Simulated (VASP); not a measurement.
# LaScCl6 (Fm-3m) in VASP: notebook

The runs below take LaScCl6 through single point, with PBE.

Program: VASP 6.6.1. These are calculated values, not measurements. Logs are shortened: lines on timing, memory, paths and dates and some standing lists are left out, and cuts for length are marked.

## Step 1: The cell of the first run

Symmetry: Fm-3m, No. 225, cubic system. Conventional cell: a = 10.089 Å, b = 10.089 Å, c = 10.089 Å, α = 90.00°, β = 90.00°, γ = 90.00°. Within 3.3 Å of La (site symmetry m-3m) lie 6 Cl at 2.46 Å. Sc (site symmetry m-3m) has 6 Cl at 2.58 Å within 3.4 Å. Within 3.3 Å of Cl (site symmetry 4mm) lie 1 La at 2.46 Å and 1 Sc at 2.58 Å.

## Step 2: Single point, PBE

INCAR reads:

```
PREC = Accurate ; ENCUT = 520
EDIFF = 1E-6 ; ISMEAR = 0
SIGMA = 0.1 ; LREAL = False
LASPH = True ; NELM = 100
ALGO = Normal ; ISIF = 2
LWAVE = False ; LCHARG = False
GGA = PE ; NBANDS = 42
```

KPOINTS reads:

```
Automatic mesh
0
Gamma
  4 4 4
```

POSCAR reads:

```
LaScCl6
1.0
    0.0000000000      5.0443473500      5.0443473500
    5.0443473500      0.0000000000      5.0443473500
    5.0443473500      5.0443473500      0.0000000000
La Sc Cl
1 1 6
Direct
    0.0000000000      0.0000000000      0.0000000000
    0.5000000000      0.5000000000      0.5000000000
    0.2442840600      0.7557159400      0.7557159400
    0.7557159400      0.2442840600      0.2442840600
    0.7557159400      0.2442840600      0.7557159400
    0.2442840600      0.7557159400      0.2442840600
    0.7557159400      0.7557159400      0.2442840600
    0.2442840600      0.2442840600      0.7557159400
```

Potentials or basis: VASP PAW PBE potentials, release 64 (La, Sc_sv, Cl).

Started as:

```sh
$ cat potpaw_PBE.64/La/POTCAR potpaw_PBE.64/Sc_sv/POTCAR potpaw_PBE.64/Cl/POTCAR > POTCAR
$ mpirun -np 1 vasp_std > vasp.out
```

OUTCAR:

```text
PREC = Accurate
   ENCUT = 520
   EDIFF = 1E-6
   ISMEAR = 0
   LREAL = False
   LASPH = True
   NELM = 100
   ISIF = 2
   GGA = PE

 ion  position               nearest neighbor table
   1  0.000  0.000  0.000-   3 2.46   4 2.46   5 2.46   6 2.46   7 2.46   8 2.46
   2  0.500  0.500  0.500-   3 2.58   4 2.58   5 2.58   6 2.58   7 2.58   8 2.58
   3  0.244  0.756  0.756-   1 2.46   2 2.58
   4  0.756  0.244  0.244-   1 2.46   2 2.58
   5  0.756  0.244  0.756-   1 2.46   2 2.58
   6  0.244  0.756  0.244-   1 2.46   2 2.58
   7  0.756  0.756  0.244-   1 2.46   2 2.58
   8  0.244  0.244  0.756-   1 2.46   2 2.58

  LATTYP: Found a face centered cubic cell.
 ALAT       =    10.0886947000

  Lattice vectors:

 A1 = (   0.0000000000,   5.0443473500,   5.0443473500)
 A2 = (   5.0443473500,   0.0000000000,   5.0443473500)
 A3 = (   5.0443473500,   5.0443473500,   0.0000000000)

Analysis of symmetry for initial positions (statically):
=====================================================================
 Subroutine PRICEL returns:
 Original cell was already a primitive cell.

 Routine SETGRP: Setting up the symmetry group for a
 face centered cubic supercell.

 Subroutine GETGRP returns: Found 48 space group operations
 (whereof 48 operations were pure point group operations)
 out of a pool of 48 trial point group operations.

The static configuration has the point symmetry O_h .

Analysis of symmetry for dynamics (positions and initial velocities):
=====================================================================
 Subroutine PRICEL returns:
 Original cell was already a primitive cell.

 Routine SETGRP: Setting up the symmetry group for a
 face centered cubic supercell.

 Subroutine GETGRP returns: Found 48 space group operations
 (whereof 48 operations were pure point group operations)
 out of a pool of 48 trial point group operations.

The dynamic configuration has the point symmetry O_h .

 Subroutine INISYM returns: Found 48 space group operations
 (whereof 48 operations are pure point group operations),
 and found     1 'primitive' translations

----------------------------------------------------------------------------------------

                                     Primitive cell

  volume of cell :     256.7113

  direct lattice vectors                    reciprocal lattice vectors
     0.000000000  5.044347350  5.044347350    -0.099120851  0.099120851  0.099120851
     5.044347350  0.000000000  5.044347350     0.099120851 -0.099120851  0.099120851
     5.044347350  5.044347350  0.000000000     0.099120851  0.099120851 -0.099120851

  length of vectors
     7.133784436  7.133784436  7.133784436     0.171682349  0.171682349  0.171682349

  position of ions in fractional coordinates (direct lattice)
     0.000000000  0.000000000  0.000000000
     0.500000000  0.500000000  0.500000000
     0.244284060  0.755715940  0.755715940
     0.755715940  0.244284060  0.244284060
     0.755715940  0.244284060  0.755715940
     0.244284060  0.755715940  0.244284060
     0.755715940  0.755715940  0.244284060
     0.244284060  0.244284060  0.755715940

  ion indices of the primitive-cell ions
   primitive index   ion index
                 1           1
                 2           2
                 3           3
                 4           4
                 5           5
                 6           6
                 7           7
                 8           8

----------------------------------------------------------------------------------------

 KPOINTS: Automatic mesh

Automatic generation of k-mesh.
 Grid dimensions read from file:
 generate k-points for:    4    4    4

 Generating k-lattice:

  Cartesian coordinates                     Fractional coordinates (reciprocal lattice)
    -0.024780213  0.024780213  0.024780213     0.250000000  0.000000000  0.000000000
     0.024780213 -0.024780213  0.024780213     0.000000000  0.250000000  0.000000000
     0.024780213  0.024780213 -0.024780213     0.000000000  0.000000000  0.250000000

  Length of vectors
     0.042920587  0.042920587  0.042920587

  Shift w.r.t. Gamma in fractional coordinates (k-lattice)
     0.000000000  0.000000000  0.000000000

 Subroutine IBZKPT returns following result:
 ===========================================

 Found      8 irreducible k-points:

 Following reciprocal coordinates:
            Coordinates               Weight
  0.000000  0.000000  0.000000      1.000000
  0.250000  0.000000  0.000000      8.000000
  0.500000  0.000000  0.000000      4.000000
  0.250000  0.250000  0.000000      6.000000
  0.500000  0.250000  0.000000     24.000000
 -0.250000  0.250000  0.000000     12.000000
  0.500000  0.500000  0.000000      3.000000
 -0.250000  0.500000  0.250000      6.000000
   k-points           NKPTS =      8   k-points in BZ     NKDIM =      8   number of bands    NBANDS=     42
   number of dos      NEDOS =    301   number of ions     NIONS =      8
   total plane-waves  NPLWV = 157464
   dimension x,y,z NGX =    54 NGY =   54 NGZ =   54
   dimension x,y,z NGXF=   108 NGYF=  108 NGZF=  108
   ions per type =               1   1   6
   NGX,Y,Z   is equivalent  to a cutoff of  12.58, 12.58, 12.58 a.u.
   NGXF,Y,Z  is equivalent  to a cutoff of  25.17, 25.17, 25.17 a.u.
 SYSTEM =  unknown system
   PREC   = accura    normal or accurate (medium, high low for compatibility)
   ISTART =      0    job   : 0-new  1-cont  2-samecut
   ICHARG =      2    charge: 1-file 2-atom 10-const
   ISPIN  =      1    spin polarized calculation?
   LNONCOLLINEAR =      F non collinear calculations
   LSORBIT =      F    spin-orbit coupling
   LASPH  =      T    aspherical Exc in radial PAW
   ENCUT  =  520.0 eV  38.22 Ry    6.18 a.u.  13.26 13.26 13.26*2*pi/ulx,y,z
   NELM   =    100;   NELMIN=  2; NELMDL= -5     # of ELM steps
   EDIFF  = 0.1E-05   stopping-criterion for ELM
   LREAL  =      F    real-space projection
   EDIFFG = 0.1E-04   stopping-criterion for IOM
   NSW    =      0    number of steps for IOM
   IBRION =     -1    ionic relax: 0-MD 1-quasi-New 2-CG
   NFREE  =      0    steps in history (QN), initial steepest desc. (CG)
   ISIF   =      2    stress and relaxation
   ISYM   =      2    0-nonsym 1-usesym 2-fastsym
   POTIM  = 0.5000    time-step for ionic-motion
   TEBEG  =    0.0;   TEEND  =   0.0 temperature during run
   PSTRESS=    0.0 pullay stress
   NELECT =      64.0000    total number of electrons
   NUPDOWN=      -1.0000    fix difference up-down
   EMIN   =  10.00;   EMAX   =-10.00  energy-range for DOS
   EFERMI =   0.00;   METHOD = LEGACY
   ISMEAR =     0;   SIGMA  =   0.10  broadening in eV -4-tet -1-fermi 0-gaus
   EFERMI_NEDOS =   21; number of points for ismear=-14 and -15
   IALGO  =     38    algorithm
   IMIX   =      4    mixing-type and parameters
     AMIX     =   0.40;   BMIX     =  1.00
     AMIX_MAG =   1.60;   BMIX_MAG =  1.00
  volume/ion in A,a.u.               =      32.09       216.55
  Fermi-wavevector in a.u.,A,eV,Ry     =   1.030354  1.947087 14.444347  1.061630
  Thomas-Fermi vector in A             =   2.164448
   LORBIT       =      0    0 simple, 1 ext, 2 COOP (PROOUT), +10 PAW based schemes
   GGA     = PE    functional components
   LHFCALC =     F    Hartree Fock is set to
   AEXX    =    0.0000 exact exchange contribution
   IVDW    =     0    specifies the selected vdW correction
   LEPSILON=     F    determine dielectric tensor
   LRPA    =     F    only Hartree local field effects (RPA)
 non-spin polarized calculation
 Gauss-broadening in eV      SIGMA  =   0.10
  energy-cutoff  :      520.00
  volume of cell :      256.71
 maximum number of plane-waves:      6934
 NGX is ok and might be reduce to    54
   NGX = 27   NGY = 27   NGZ = 27

 number of electron      64.0000003 magnetization

 Free energy of the ion-electron system (eV)
  ---------------------------------------------------
  ext. energy  EPLUGINS =         0.00000000
  ---------------------------------------------------
  free energy    TOTEN  =       -36.65034704 eV

  energy without entropy =      -36.65034704  energy(sigma->0) =      -36.65034704

 E-fermi :  -0.2225     XC(G=0):  -7.3756

 val. band max:       -0.7812945754   @ k =   0.0000   0.0000   0.0000
 cond. band min:       2.2583671305   @ k =   0.0000   0.0000   0.0000
 fundamental gap:      3.0396617059
 Fermi energy:        -0.2225245591

 k-point     1 :       0.0000    0.0000    0.0000
  band No.  band energies     occupation
      1     -49.8416      2.00000
      2     -29.8153      2.00000
      3     -28.3968      2.00000
      4     -28.3968      2.00000
      5     -28.3968      2.00000
      6     -15.7872      2.00000
[... 34 lines left out ...]
     41       5.5812      0.00000
     42       5.7501      0.00000

 k-point     2 :       0.2500    0.0000    0.0000
  band No.  band energies     occupation
      1     -49.8416      2.00000
      2     -29.8153      2.00000
      3     -28.3968      2.00000
      4     -28.3968      2.00000
      5     -28.3967      2.00000
      6     -15.8237      2.00000
[... 34 lines left out ...]
     41       5.5997      0.00000
     42       5.6108      0.00000

 k-point     3 :       0.5000    0.0000    0.0000
  band No.  band energies     occupation
      1     -49.8416      2.00000
      2     -29.8153      2.00000
      3     -28.3968      2.00000
      4     -28.3968      2.00000
      5     -28.3967      2.00000
      6     -15.8574      2.00000
[... 34 lines left out ...]
     41       5.6168      0.00000
     42       5.6173      0.00000

 k-point     4 :       0.2500    0.2500    0.0000
  band No.  band energies     occupation
      1     -49.8416      2.00000
      2     -29.8153      2.00000
      3     -28.3968      2.00000
      4     -28.3968      2.00000
      5     -28.3967      2.00000
      6     -15.8119      2.00000
[... 34 lines left out ...]
     41       5.6035      0.00000
     42       5.6900      0.00000

 k-point     5 :       0.5000    0.2500    0.0000
  band No.  band energies     occupation
      1     -49.8416      2.00000
      2     -29.8153      2.00000
      3     -28.3968      2.00000
      4     -28.3968      2.00000
      5     -28.3967      2.00000
      6     -15.8268      2.00000
[... 34 lines left out ...]
     41       5.5643      0.00000
     42       5.6412      0.00000

 k-point     6 :      -0.2500    0.2500    0.0000
  band No.  band energies     occupation
      1     -49.8416      2.00000
      2     -29.8153      2.00000
      3     -28.3968      2.00000
      4     -28.3968      2.00000
      5     -28.3967      2.00000
      6     -15.8352      2.00000
[... 34 lines left out ...]
     41       5.5986      0.00000
     42       5.6258      0.00000

 k-point     7 :       0.5000    0.5000    0.0000
  band No.  band energies     occupation
      1     -49.8416      2.00000
      2     -29.8152      2.00000
      3     -28.3968      2.00000
      4     -28.3968      2.00000
      5     -28.3968      2.00000
      6     -15.7971      2.00000
[... 34 lines left out ...]
     41       5.5799      0.00000
     42       5.7108      0.00000

 k-point     8 :      -0.2500    0.5000    0.2500
  band No.  band energies     occupation
      1     -49.8416      2.00000
      2     -29.8152      2.00000
      3     -28.3968      2.00000
      4     -28.3968      2.00000
      5     -28.3967      2.00000
      6     -15.8119      2.00000
[... 34 lines left out ...]
     41       5.5418      0.00000
     42       5.6549      0.00000

------------------------ aborting loop because EDIFF is reached ----------------------------------------

  FORCE on cell =-STRESS in cart. coord.  units (eV):
  Direction    XX          YY          ZZ          XY          YZ          ZX
  --------------------------------------------------------------------------------------
  -------------------------------------------------------------------------------------
  Total       15.0052396     15.0052396     15.0052396     -0.0000000      0.0000000      0.0000000
  in kB       93.6501696     93.6501696     93.6501696     -0.0000000      0.0000000      0.0000000
  external PRESSURE =      93.6501696 kB  Pullay stress =       0.0000000 kB

 VOLUME and BASIS-vectors are now :
 -----------------------------------------------------------------------------
  energy-cutoff  :      520.00
  volume of cell :      256.71
      direct lattice vectors                 reciprocal lattice vectors
     0.000000000  5.044347350  5.044347350    -0.099120851  0.099120851  0.099120851
     5.044347350  0.000000000  5.044347350     0.099120851 -0.099120851  0.099120851
     5.044347350  5.044347350  0.000000000     0.099120851  0.099120851 -0.099120851

 POSITION                                       TOTAL-FORCE (eV/Angst)
 -----------------------------------------------------------------------------------
      0.00000      0.00000      0.00000         0.000000      0.000000     -0.000000
      5.04435      5.04435      5.04435        -0.000000     -0.000000     -0.000000
      7.62419      5.04435      5.04435        -4.001772      0.000000     -0.000000
      2.46451      5.04435      5.04435         4.001772      0.000000     -0.000000
      5.04435      7.62419      5.04435         0.000000     -4.001772     -0.000000
      5.04435      2.46451      5.04435         0.000000      4.001772     -0.000000
      5.04435      5.04435      7.62419         0.000000      0.000000     -4.001772
      5.04435      5.04435      2.46451         0.000000      0.000000      4.001772
 -----------------------------------------------------------------------------------
    total drift:                               -0.000000     -0.000000      0.000000

  FREE ENERGIE OF THE ION-ELECTRON SYSTEM (eV)
  ---------------------------------------------------
  free  energy   TOTEN  =       -36.6503470389 eV

  energy  without entropy=      -36.6503470389  energy(sigma->0) =      -36.65034704
```

It took 3 min on 1 thread of Intel Xeon 6975P-C, shared host; peak memory 0.44 GiB.

Results:

- Free energy: -36.6503 eV
- Pressure: 9.4 GPa
- Largest force: 4.002 eV/Å
- Band gap on the k mesh: 3.04 eV, direct

Forces in eV/Å, atoms in the order of the input:
```
La   0.000  0.000  0.000
Sc   0.000  0.000  0.000
Cl  -4.002  0.000  0.000
Cl   4.002  0.000  0.000
Cl   0.000 -4.002  0.000
Cl   0.000  4.002  0.000
Cl   0.000  0.000 -4.002
Cl   0.000  0.000  4.002
```

Caveat: spin-orbit coupling is left out, which moves the levels of the heavy elements; forces of over 1 eV/Å act on the atoms, so gaps and moduli don't describe the material at rest. As with any semilocal functional, this PBE gap is likely too small.

(Continued in part 2 of 2.)
